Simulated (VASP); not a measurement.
# AgI (P6_3mc) in VASP: single point with r2SCAN

Aim: the single point of AgI with r2SCAN.

Program: VASP 6.6.1. These are calculated values, not measurements. Logs are shortened: lines on timing, memory, paths and dates and some standing lists are left out, and cuts for length are marked.

### Step 1. The cell of the first run

Symmetry: P6_3mc, No. 186, hexagonal system. Conventional cell: a = 4.742 Å, b = 4.742 Å, c = 7.749 Å, α = 90.00°, β = 90.00°, γ = 120.00°. Ag (site symmetry 3m) has 4 I at 2.90 to 2.91 Å within 3.8 Å. Within 3.8 Å of I (site symmetry 3m) lie 4 Ag at 2.90 to 2.91 Å.

### Step 2. Single point, r2SCAN (37.72 Å³/atom)

POSCAR reads:

```
AgI
1.0
    4.7419563025      0.0000000000      0.0000000000
   -2.3709781513      4.1066546216      0.0000000000
    0.0000000000      0.0000000000      7.7487681919
Ag I
2 2
Direct
    0.6666666667      0.3333333333      0.6275238171
    0.3333333333      0.6666666667      0.1275238171
    0.6666666667      0.3333333333      0.0024761829
    0.3333333333      0.6666666667      0.5024761829
```

INCAR.step1 reads:

```
SYSTEM = AgI
ALGO = Normal
EDIFF = 1E-5
ENCUT = 550
GGA = PE
GGA_COMPAT = .FALSE.
ISMEAR = 0
LASPH = .TRUE.
LCHARG = .FALSE.
LREAL = .FALSE.
LWAVE = .TRUE.
NBANDS = 26
NELM = 120
PREC = Accurate
SIGMA = 0.01
```

INCAR.step2 reads:

```
SYSTEM = AgI
ALGO = Normal
EDIFF = 1E-6
ENCUT = 550
GGA_COMPAT = .FALSE.
ISIF = 2
ISMEAR = 0
ISTART = 1
LASPH = .TRUE.
LCHARG = .TRUE.
LELF = .TRUE.
LMIXTAU = .TRUE.
LREAL = .FALSE.
LVHAR = .TRUE.
LWAVE = .FALSE.
METAGGA = R2SCAN
NBANDS = 26
NELM = 120
PREC = Accurate
SIGMA = 0.01
```

KPOINTS reads:

```
k-points
0
G
  6 6 4
  0 0 0
```

Potentials or basis: VASP PAW PBE potentials, release 64 (Ag, I).

Command:

```sh
$ cat potpaw_PBE.64/Ag/POTCAR potpaw_PBE.64/I/POTCAR > POTCAR
$ cp INCAR.step1 INCAR
$ mpirun -np 1 vasp_std > vasp.out
$ cp INCAR.step2 INCAR
$ mpirun -np 1 vasp_std > vasp.out
```

OUTCAR:

```text
SYSTEM = AgI
   EDIFF = 1E-6
   ENCUT = 550
   ISIF = 2
   ISMEAR = 0
   ISTART = 1
   LASPH = .TRUE.
   LREAL = .FALSE.
   METAGGA = R2SCAN
   NELM = 120
   PREC = Accurate

 ion  position               nearest neighbor table
   1  0.667  0.333  0.628-   4 2.90   4 2.90   4 2.90   3 2.91
   2  0.333  0.667  0.128-   3 2.90   3 2.90   3 2.90   4 2.91
   3  0.667  0.333  0.002-   2 2.90   2 2.90   2 2.90   1 2.91
   4  0.333  0.667  0.502-   1 2.90   1 2.90   1 2.90   2 2.91

  LATTYP: Found a hexagonal cell.
 ALAT       =     4.7419563025
 C/A-ratio  =     1.6340867983

  Lattice vectors:

 A1 = (   4.7419563025,   0.0000000000,   0.0000000000)
 A2 = (  -2.3709781513,   4.1066546216,   0.0000000000)
 A3 = (   0.0000000000,   0.0000000000,   7.7487681919)

Analysis of symmetry for initial positions (statically):
=====================================================================
 Subroutine PRICEL returns:
 Original cell was already a primitive cell.

 Routine SETGRP: Setting up the symmetry group for a
 hexagonal supercell.

 Subroutine GETGRP returns: Found 12 space group operations
 (whereof  6 operations were pure point group operations)
 out of a pool of 24 trial point group operations.

The static configuration has the point symmetry C_3v.
 The point group associated with its full space group is C_6v.

Analysis of symmetry for dynamics (positions and initial velocities):
=====================================================================
 Subroutine PRICEL returns:
 Original cell was already a primitive cell.

 Routine SETGRP: Setting up the symmetry group for a
 hexagonal supercell.

 Subroutine GETGRP returns: Found 12 space group operations
 (whereof  6 operations were pure point group operations)
 out of a pool of 24 trial point group operations.

The dynamic configuration has the point symmetry C_3v.
 The point group associated with its full space group is C_6v.

 Subroutine INISYM returns: Found 12 space group operations
 (whereof  6 operations are pure point group operations),
 and found     1 'primitive' translations

----------------------------------------------------------------------------------------

                                     Primitive cell

  volume of cell :     150.8962

  direct lattice vectors                    reciprocal lattice vectors
     4.741956303  0.000000000  0.000000000     0.210883428  0.121753604  0.000000000
    -2.370978151  4.106654622  0.000000000     0.000000000  0.243507208  0.000000000
     0.000000000  0.000000000  7.748768192     0.000000000  0.000000000  0.129052770

  length of vectors
     4.741956303  4.741956303  7.748768192     0.243507208  0.243507208  0.129052770

  position of ions in fractional coordinates (direct lattice)
     0.666666667  0.333333333  0.627523817
     0.333333333  0.666666667  0.127523817
     0.666666667  0.333333333  0.002476183
     0.333333333  0.666666667  0.502476183

  ion indices of the primitive-cell ions
   primitive index   ion index
                 1           1
                 2           2
                 3           3
                 4           4

----------------------------------------------------------------------------------------

 KPOINTS: k-points

Automatic generation of k-mesh.
 Grid dimensions read from file:
 generate k-points for:    6    6    4

 Generating k-lattice:

  Cartesian coordinates                     Fractional coordinates (reciprocal lattice)
     0.035147238  0.020292267  0.000000000     0.166666667  0.000000000  0.000000000
     0.000000000  0.040584535  0.000000000     0.000000000  0.166666667  0.000000000
     0.000000000  0.000000000  0.032263193     0.000000000  0.000000000  0.250000000

  Length of vectors
     0.040584535  0.040584535  0.032263193

  Shift w.r.t. Gamma in fractional coordinates (k-lattice)
     0.000000000  0.000000000  0.000000000

 Subroutine IBZKPT returns following result:
 ===========================================

 Found     21 irreducible k-points:

 Following reciprocal coordinates:
            Coordinates               Weight
  0.000000  0.000000  0.000000      1.000000
  0.166667  0.000000  0.000000      6.000000
  0.333333  0.000000  0.000000      6.000000
  0.500000 -0.000000  0.000000      3.000000
  0.166667  0.166667  0.000000      6.000000
  0.333333  0.166667  0.000000     12.000000
[... 13 lines left out ...]
  0.333333  0.166667  0.500000     12.000000
  0.333333  0.333333  0.500000      2.000000
   k-points           NKPTS =     21   k-points in BZ     NKDIM =     21   number of bands    NBANDS=     26
   number of dos      NEDOS =    301   number of ions     NIONS =      4
   total plane-waves  NPLWV =  77760
   dimension x,y,z NGX =    36 NGY =   36 NGZ =   60
   dimension x,y,z NGXF=    72 NGYF=   72 NGZF=  120
   ions per type =               2   2
   NGX,Y,Z   is equivalent  to a cutoff of  12.62, 12.62, 12.87 a.u.
   NGXF,Y,Z  is equivalent  to a cutoff of  25.24, 25.24, 25.75 a.u.
 SYSTEM =  AgI
   PREC   = accura    normal or accurate (medium, high low for compatibility)
   ISTART =      1    job   : 0-new  1-cont  2-samecut
   ICHARG =      0    charge: 1-file 2-atom 10-const
   ISPIN  =      1    spin polarized calculation?
   LNONCOLLINEAR =      F non collinear calculations
   LSORBIT =      F    spin-orbit coupling
   LASPH  =      T    aspherical Exc in radial PAW
   ENCUT  =  550.0 eV  40.42 Ry    6.36 a.u.   9.07  9.07 14.82*2*pi/ulx,y,z
   NELM   =    120;   NELMIN=  2; NELMDL=  0     # of ELM steps
   EDIFF  = 0.1E-05   stopping-criterion for ELM
   LREAL  =      F    real-space projection
   EDIFFG = 0.1E-04   stopping-criterion for IOM
   NSW    =      0    number of steps for IOM
   IBRION =     -1    ionic relax: 0-MD 1-quasi-New 2-CG
   NFREE  =      0    steps in history (QN), initial steepest desc. (CG)
   ISIF   =      2    stress and relaxation
   ISYM   =      2    0-nonsym 1-usesym 2-fastsym
   POTIM  = 0.5000    time-step for ionic-motion
   TEBEG  =    0.0;   TEEND  =   0.0 temperature during run
   PSTRESS=    0.0 pullay stress
   NELECT =      36.0000    total number of electrons
   NUPDOWN=      -1.0000    fix difference up-down
   EMIN   =  10.00;   EMAX   =-10.00  energy-range for DOS
   EFERMI =   0.00;   METHOD = LEGACY
   ISMEAR =     0;   SIGMA  =   0.01  broadening in eV -4-tet -1-fermi 0-gaus
   EFERMI_NEDOS =   21; number of points for ismear=-14 and -15
   IALGO  =     38    algorithm
   IMIX   =      4    mixing-type and parameters
     AMIX     =   0.40;   BMIX     =  1.00
     AMIX_MAG =   1.60;   BMIX_MAG =  1.00
  volume/ion in A,a.u.               =      37.72       254.57
  Fermi-wavevector in a.u.,A,eV,Ry     =   1.015351  1.918735 14.026758  1.030938
  Thomas-Fermi vector in A             =   2.148632
   LORBIT       =      0    0 simple, 1 ext, 2 COOP (PROOUT), +10 PAW based schemes
   METAGGA = R2SCAN    functional components
   LHFCALC =     F    Hartree Fock is set to
   AEXX    =    0.0000 exact exchange contribution
   IVDW    =     0    specifies the selected vdW correction
   LEPSILON=     F    determine dielectric tensor
   LRPA    =     F    only Hartree local field effects (RPA)
 non-spin polarized calculation
 Gauss-broadening in eV      SIGMA  =   0.01
  energy-cutoff  :      550.00
  volume of cell :      150.90
 maximum number of plane-waves:      4452
   NGX = 19   NGY = 19   NGZ = 29

 number of electron      35.9999992 magnetization

 Free energy of the ion-electron system (eV)
  ---------------------------------------------------
  ext. energy  EPLUGINS =         0.00000000
  ---------------------------------------------------
  free energy    TOTEN  =       -93.00766500 eV

  energy without entropy =      -93.00766500  energy(sigma->0) =      -93.00766500

 E-fermi :   1.9000     XC(G=0):  -8.4732

 val. band max:        1.8362645647   @ k =   0.0000   0.0000   0.0000
 cond. band min:       3.6659853133   @ k =   0.0000   0.0000   0.0000
 fundamental gap:      1.8297207486
 Fermi energy:         1.9000018576

 k-point     1 :       0.0000    0.0000    0.0000
  band No.  band energies     occupation
      1     -10.8470      2.00000
      2     -10.6158      2.00000
      3      -1.9148      2.00000
      4      -1.9136      2.00000
      5      -1.9136      2.00000
      6      -1.7804      2.00000
[... 18 lines left out ...]
     25       9.0691      0.00000
     26       9.2978      0.00000

 k-point     2 :       0.1667    0.0000    0.0000
  band No.  band energies     occupation
      1     -10.7971      2.00000
      2     -10.5917      2.00000
      3      -1.9484      2.00000
      4      -1.8774      2.00000
      5      -1.8732      2.00000
      6      -1.7809      2.00000
[... 18 lines left out ...]
     25       9.0129      0.00000
     26       9.5542      0.00000

 k-point     3 :       0.3333    0.0000    0.0000
  band No.  band energies     occupation
      1     -10.6862      2.00000
      2     -10.5506      2.00000
      3      -1.9886      2.00000
      4      -1.8538      2.00000
      5      -1.7965      2.00000
      6      -1.6804      2.00000
[... 18 lines left out ...]
     25       9.6287      0.00000
     26      10.0817      0.00000

 k-point     4 :       0.5000   -0.0000    0.0000
  band No.  band energies     occupation
      1     -10.6178      2.00000
      2     -10.5412      2.00000
      3      -1.9771      2.00000
      4      -1.8414      2.00000
      5      -1.7614      2.00000
      6      -1.5803      2.00000
[... 18 lines left out ...]
     25       9.6480      0.00000
     26      11.3506      0.00000
[... 409 lines left out ...]
      1     -10.6379      2.00000
      2     -10.6379      2.00000
      3      -1.9938      2.00000
      4      -1.9938      2.00000
      5      -1.7703      2.00000
      6      -1.7703      2.00000
[... 18 lines left out ...]
     25       9.4131      0.00000
     26       9.4131      0.00000

 k-point    20 :       0.3333    0.1667    0.5000
  band No.  band energies     occupation
      1     -10.5786      2.00000
      2     -10.5786      2.00000
      3      -1.9697      2.00000
      4      -1.9697      2.00000
      5      -1.6994      2.00000
      6      -1.6994      2.00000
[... 18 lines left out ...]
     25       9.7738      0.00000
     26       9.7738      0.00000

 k-point    21 :       0.3333    0.3333    0.5000
  band No.  band energies     occupation
      1     -10.5588      2.00000
      2     -10.5588      2.00000
      3      -1.8629      2.00000
      4      -1.8629      2.00000
      5      -1.7488      2.00000
      6      -1.7488      2.00000
[... 18 lines left out ...]
     25      10.4366      0.00000
     26      10.4366      0.00000

------------------------ aborting loop because EDIFF is reached ----------------------------------------

  FORCE on cell =-STRESS in cart. coord.  units (eV):
  Direction    XX          YY          ZZ          XY          YZ          ZX
  --------------------------------------------------------------------------------------
  -------------------------------------------------------------------------------------
  Total       -1.4514014     -1.4514014     -1.4738677      0.0000000     -0.0000000      0.0000000
  in kB      -15.4106064    -15.4106064    -15.6491478      0.0000000     -0.0000000      0.0000000
  external PRESSURE =     -15.4901202 kB  Pullay stress =       0.0000000 kB

 VOLUME and BASIS-vectors are now :
 -----------------------------------------------------------------------------
  energy-cutoff  :      550.00
  volume of cell :      150.90
      direct lattice vectors                 reciprocal lattice vectors
     4.741956303  0.000000000  0.000000000     0.210883428  0.121753604  0.000000000
    -2.370978151  4.106654622  0.000000000     0.000000000  0.243507208  0.000000000
     0.000000000  0.000000000  7.748768192     0.000000000  0.000000000  0.129052770

 POSITION                                       TOTAL-FORCE (eV/Angst)
 -----------------------------------------------------------------------------------
      2.37098      1.36888      4.86254        -0.000000     -0.000000     -0.003812
     -0.00000      2.73777      0.98815        -0.000000      0.000000     -0.003812
      2.37098      1.36888      0.01919        -0.000000      0.000000      0.003812
     -0.00000      2.73777      3.89357         0.000000     -0.000000      0.003812
 -----------------------------------------------------------------------------------
    total drift:                               -0.000000     -0.000000     -0.002244

  FREE ENERGIE OF THE ION-ELECTRON SYSTEM (eV)
  ---------------------------------------------------
  free  energy   TOTEN  =       -93.0076650037 eV

  energy  without entropy=      -93.0076650037  energy(sigma->0) =      -93.00766500
```

Run time: 8.2 min. Hardware: 1 thread of Intel Xeon 8259CL, shared host; peak memory 0.34 GiB.

Results:

```
Free energy            : -93.0077 eV
Pressure               : -1.5 GPa
Largest force          : 0.004 eV/Å
Band gap on the k mesh : 1.83 eV
```

Forces in eV/Å, atoms in the order of the input:
```
Ag   0.000  0.000 -0.004
Ag   0.000  0.000 -0.004
I    0.000  0.000  0.004
I    0.000  0.000  0.004
```

Caveat: the PAW data sets were made with another functional, which shifts forces and pressure a little; spin-orbit coupling is left out, which moves the levels of the heavy elements. r2SCAN opens gaps a little over a GGA but as a rule still falls short of measured ones.
